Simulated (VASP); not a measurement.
# LiCl (Fm-3m) in VASP: single point with PBEsol

Aim: the single point of LiCl with PBEsol.

Everything below comes from runs of VASP 6.6.1. Logs are shortened: lines on timing, memory, paths and dates and some standing lists are left out, and cuts for length are marked.

## Step 1: The cell of the first run

It takes space group Fm-3m (No. 225, cubic). Conventional cell: a = 5.066 Å, b = 5.066 Å, c = 5.066 Å, α = 90.00°, β = 90.00°, γ = 90.00°. Within 3.3 Å of Cl (site symmetry m-3m) lie 6 Li at 2.53 Å. Within 3.3 Å of Li (site symmetry m-3m) lie 6 Cl at 2.53 Å.

## Step 2: Single point, PBEsol

INCAR

```
SYSTEM = LiCl
PREC     = Accurate       ! precision mode
ENCUT    = 520            ! plane-wave cutoff, eV
EDIFF    = 1E-7           ! SCF threshold, eV
ISMEAR   = -1             ! smearing method
SIGMA    = 0.05           ! smearing width, eV
LREAL    = Auto         
LASPH    = .True.         ! aspherical terms in the spheres
NELM     = 60             ! most SCF steps
ALGO     = Normal         ! electronic algorithm
ISIF     = 2              ! what is computed and relaxed
LWAVE    = .False.        ! write WAVECAR
LCHARG   = .True.         ! write CHGCAR
GGA      = PS             ! functional
LELF     = .True.         ! ELF
LVHAR    = .True.       
NBANDS   = 198            ! bands
ISYM     = 0
```

KPOINTS

```
Automatic mesh
0
Gamma
  1 1 1
  0.25 0.25 0.25
```

POSCAR

```
LiCl
1.0
   10.1327090000      0.0000000000      0.0000000000
    0.0000000000     10.1327090000      0.0000000000
    0.0000000000      0.0000000000     10.1327090000
Cl Li
32 32
Direct
    0.2500000000      0.0000000000      0.0000000000
    0.2500000000      0.0000000000      0.5000000000
    0.2500000000      0.5000000000      0.0000000000
    0.2500000000      0.5000000000      0.5000000000
    0.7500000000      0.0000000000      0.0000000000
    0.7500000000      0.0000000000      0.5000000000
    0.7500000000      0.5000000000      0.0000000000
    0.7500000000      0.5000000000      0.5000000000
    0.0000000000      0.2500000000      0.0000000000
    0.0000000000      0.2500000000      0.5000000000
    0.0000000000      0.7500000000      0.0000000000
    0.0000000000      0.7500000000      0.5000000000
    0.5000000000      0.2500000000      0.0000000000
    0.5000000000      0.2500000000      0.5000000000
    0.5000000000      0.7500000000      0.0000000000
    0.5000000000      0.7500000000      0.5000000000
    0.0000000000      0.0000000000      0.2500000000
    0.0000000000      0.0000000000      0.7500000000
    0.0000000000      0.5000000000      0.2500000000
    0.0000000000      0.5000000000      0.7500000000
    0.5000000000      0.0000000000      0.2500000000
    0.5000000000      0.0000000000      0.7500000000
    0.5000000000      0.5000000000      0.2500000000
    0.5000000000      0.5000000000      0.7500000000
    0.2500000000      0.2500000000      0.2500000000
    0.2500000000      0.2500000000      0.7500000000
    0.2500000000      0.7500000000      0.2500000000
    0.2500000000      0.7500000000      0.7500000000
    0.7500000000      0.2500000000      0.2500000000
    0.7500000000      0.2500000000      0.7500000000
    0.7500000000      0.7500000000      0.2500000000
    0.7500000000      0.7500000000      0.7500000000
    0.0000000000      0.0000000000      0.0000000000
    0.0000000000      0.0000000000      0.5000000000
    0.0000000000      0.5000000000      0.0000000000
    0.0000000000      0.5000000000      0.5000000000
    0.5000000000      0.0000000000      0.0000000000
    0.5000000000      0.0000000000      0.5000000000
    0.5000000000      0.5000000000      0.0000000000
    0.5000000000      0.5000000000      0.5000000000
    0.2500000000      0.2500000000      0.0000000000
    0.2500000000      0.2500000000      0.5000000000
    0.2500000000      0.7500000000      0.0000000000
    0.2500000000      0.7500000000      0.5000000000
    0.7500000000      0.2500000000      0.0000000000
    0.7500000000      0.2500000000      0.5000000000
    0.7500000000      0.7500000000      0.0000000000
    0.7500000000      0.7500000000      0.5000000000
    0.2500000000      0.0000000000      0.2500000000
    0.2500000000      0.0000000000      0.7500000000
    0.2500000000      0.5000000000      0.2500000000
    0.2500000000      0.5000000000      0.7500000000
    0.7500000000      0.0000000000      0.2500000000
    0.7500000000      0.0000000000      0.7500000000
    0.7500000000      0.5000000000      0.2500000000
    0.7500000000      0.5000000000      0.7500000000
    0.0000000000      0.2500000000      0.2500000000
    0.0000000000      0.2500000000      0.7500000000
    0.0000000000      0.7500000000      0.2500000000
    0.0000000000      0.7500000000      0.7500000000
    0.5000000000      0.2500000000      0.2500000000
    0.5000000000      0.2500000000      0.7500000000
    0.5000000000      0.7500000000      0.2500000000
    0.5000000000      0.7500000000      0.7500000000
```

Potentials or basis: VASP PAW PBE potentials, release 64 (Cl, Li_sv).

On the command line:

```sh
$ cat potpaw_PBE.64/Cl/POTCAR potpaw_PBE.64/Li_sv/POTCAR > POTCAR
$ mpirun -np 1 vasp_std > vasp.out
```

OUTCAR:

```text
SYSTEM = LiCl
   PREC = Accurate
   ENCUT = 520
   EDIFF = 1E-7
   ISMEAR = -1
   LREAL = Auto
   LASPH = .True.
   NELM = 60
   ISIF = 2
   GGA = PS
   ISYM = 0

 ion  position               nearest neighbor table
   1  0.250  0.000  0.000-  33 2.53  37 2.53  41 2.53  43 2.53  49 2.53  50 2.53
   2  0.250  0.000  0.500-  34 2.53  38 2.53  42 2.53  44 2.53  49 2.53  50 2.53
   3  0.250  0.500  0.000-  35 2.53  39 2.53  41 2.53  43 2.53  51 2.53  52 2.53
   4  0.250  0.500  0.500-  36 2.53  40 2.53  42 2.53  44 2.53  51 2.53  52 2.53
   5  0.750  0.000  0.000-  33 2.53  37 2.53  45 2.53  47 2.53  53 2.53  54 2.53
   6  0.750  0.000  0.500-  34 2.53  38 2.53  46 2.53  48 2.53  53 2.53  54 2.53
[... 56 lines left out ...]
  63  0.500  0.750  0.250-  15 2.53  16 2.53  21 2.53  23 2.53  27 2.53  31 2.53
  64  0.500  0.750  0.750-  15 2.53  16 2.53  22 2.53  24 2.53  28 2.53  32 2.53

IMPORTANT INFORMATION: All symmetrisations will be switched off!
NOSYMM: (Re-)initialisation of all symmetry stuff for point group C_1.

----------------------------------------------------------------------------------------

                                     Primitive cell

  volume of cell :    1040.3434

  direct lattice vectors                    reciprocal lattice vectors
    10.132709000  0.000000000  0.000000000     0.098690291  0.000000000  0.000000000
     0.000000000 10.132709000  0.000000000     0.000000000  0.098690291  0.000000000
     0.000000000  0.000000000 10.132709000     0.000000000  0.000000000  0.098690291

  length of vectors
    10.132709000 10.132709000 10.132709000     0.098690291  0.098690291  0.098690291

  position of ions in fractional coordinates (direct lattice)
     0.250000000  0.000000000  0.000000000
     0.250000000  0.000000000  0.500000000
     0.250000000  0.500000000  0.000000000
     0.250000000  0.500000000  0.500000000
     0.750000000  0.000000000  0.000000000
     0.750000000  0.000000000  0.500000000
[... 56 lines left out ...]
     0.500000000  0.750000000  0.250000000
     0.500000000  0.750000000  0.750000000

  ion indices of the primitive-cell ions
   primitive index   ion index
                 1           1
                 2           2
                 3           3
                 4           4
                 5           5
                 6           6
[... 56 lines left out ...]
                63          63
                64          64

----------------------------------------------------------------------------------------

 KPOINTS: Automatic mesh

Automatic generation of k-mesh.
[... 51 lines left out ...]
   ISIF   =      2    stress and relaxation
   ISYM   =      0    0-nonsym 1-usesym 2-fastsym
   POTIM  = 0.5000    time-step for ionic-motion
   TEBEG  =    0.0;   TEEND  =   0.0 temperature during run
   PSTRESS=    0.0 pullay stress
   NELECT =     320.0000    total number of electrons
   NUPDOWN=      -1.0000    fix difference up-down
   EMIN   =  10.00;   EMAX   =-10.00  energy-range for DOS
   EFERMI =   0.00;   METHOD = LEGACY
   ISMEAR =    -1;   SIGMA  =   0.05  broadening in eV -4-tet -1-fermi 0-gaus
   EFERMI_NEDOS =   21; number of points for ismear=-14 and -15
   IALGO  =     38    algorithm
   IMIX   =      4    mixing-type and parameters
     AMIX     =   0.40;   BMIX     =  1.00
     AMIX_MAG =   1.60;   BMIX_MAG =  1.00
  volume/ion in A,a.u.               =      16.26       109.70
  Fermi-wavevector in a.u.,A,eV,Ry     =   1.105094  2.088325 16.615883  1.221233
  Thomas-Fermi vector in A             =   2.241576
   LORBIT       =      0    0 simple, 1 ext, 2 COOP (PROOUT), +10 PAW based schemes
   GGA     = PS    functional components
   LHFCALC =     F    Hartree Fock is set to
   AEXX    =    0.0000 exact exchange contribution
   IVDW    =     0    specifies the selected vdW correction
   LEPSILON=     F    determine dielectric tensor
   LRPA    =     F    only Hartree local field effects (RPA)
 non-spin polarized calculation
  energy-cutoff  :      520.00
  volume of cell :     1040.34
 maximum number of plane-waves:     28033
 NGX is ok and might be reduce to    80
   NGX = 37   NGY = 37   NGZ = 37

 number of electron     320.0000391 magnetization

 Free energy of the ion-electron system (eV)
  ---------------------------------------------------
  ext. energy  EPLUGINS =         0.00000000
  ---------------------------------------------------
  free energy    TOTEN  =      -244.45065173 eV

  energy without entropy =     -244.45065173  energy(sigma->0) =     -244.45065173

 E-fermi :   2.0497     XC(G=0):  -9.0731

 val. band max:        0.7754672035   @ k =  -0.2500   0.2500   0.2500
 cond. band min:       7.6268418351   @ k =  -0.2500  -0.2500   0.2500
 fundamental gap:      6.8513746316
 Fermi energy:         2.0497195343

 k-point     1 :       0.2500    0.2500    0.2500
  band No.  band energies     occupation
      1     -41.9347      2.00000
      2     -41.9335      2.00000
      3     -41.9335      2.00000
      4     -41.9334      2.00000
      5     -41.9326      2.00000
      6     -41.9326      2.00000
[... 689 lines left out ...]
    171       8.5806      0.00000
    172       8.7993      0.00000
 [bands above 172 left out]

------------------------ aborting loop because EDIFF is reached ----------------------------------------

  FORCE on cell =-STRESS in cart. coord.  units (eV):
  Direction    XX          YY          ZZ          XY          YZ          ZX
  --------------------------------------------------------------------------------------
  -------------------------------------------------------------------------------------
  Total       -0.6838771     -0.6838757     -0.6838758     -0.0000019     -0.0000084      0.0000032
  in kB       -1.0532026     -1.0532004     -1.0532006     -0.0000029     -0.0000130      0.0000049
  external PRESSURE =      -1.0532012 kB  Pullay stress =       0.0000000 kB

 VOLUME and BASIS-vectors are now :
 -----------------------------------------------------------------------------
  energy-cutoff  :      520.00
  volume of cell :     1040.34
      direct lattice vectors                 reciprocal lattice vectors
    10.132709000  0.000000000  0.000000000     0.098690291  0.000000000  0.000000000
     0.000000000 10.132709000  0.000000000     0.000000000  0.098690291  0.000000000
     0.000000000  0.000000000 10.132709000     0.000000000  0.000000000  0.098690291

 POSITION                                       TOTAL-FORCE (eV/Angst)
 -----------------------------------------------------------------------------------
      2.53318      0.00000      0.00000         0.000000      0.000001      0.000004
      2.53318      0.00000      5.06635         0.000002     -0.000001     -0.000005
      2.53318      5.06635      0.00000         0.000004      0.000000      0.000002
      2.53318      5.06635      5.06635        -0.000000      0.000001     -0.000003
      7.59953      0.00000      0.00000        -0.000001     -0.000000     -0.000002
      7.59953      0.00000      5.06635        -0.000003     -0.000000      0.000002
[... 56 lines left out ...]
      5.06635      7.59953      2.53318         0.000000     -0.000000      0.000001
      5.06635      7.59953      7.59953         0.000003     -0.000000      0.000002
 -----------------------------------------------------------------------------------
    total drift:                                0.000011     -0.000001      0.000005

  FREE ENERGIE OF THE ION-ELECTRON SYSTEM (eV)
  ---------------------------------------------------
  free  energy   TOTEN  =      -244.4506517305 eV

  energy  without entropy=     -244.4506517305  energy(sigma->0) =     -244.45065173
```

Wall time 52 min (1 thread of Intel Xeon 8259CL, shared host); peak memory 1.2 GiB.

Results:

```
Free energy            : -244.4507 eV
Band gap on the k mesh : 6.85 eV
```

Caveat: the cutoff is under 1.25 times the usual one of these potentials, so pressure, stress and relaxed cells hold a basis-set (Pulay) error; the PAW data sets were made with another functional, which shifts forces and pressure a little; a shifted mesh leaves out Γ, where band edges can lie. A k mesh can miss the band edges.
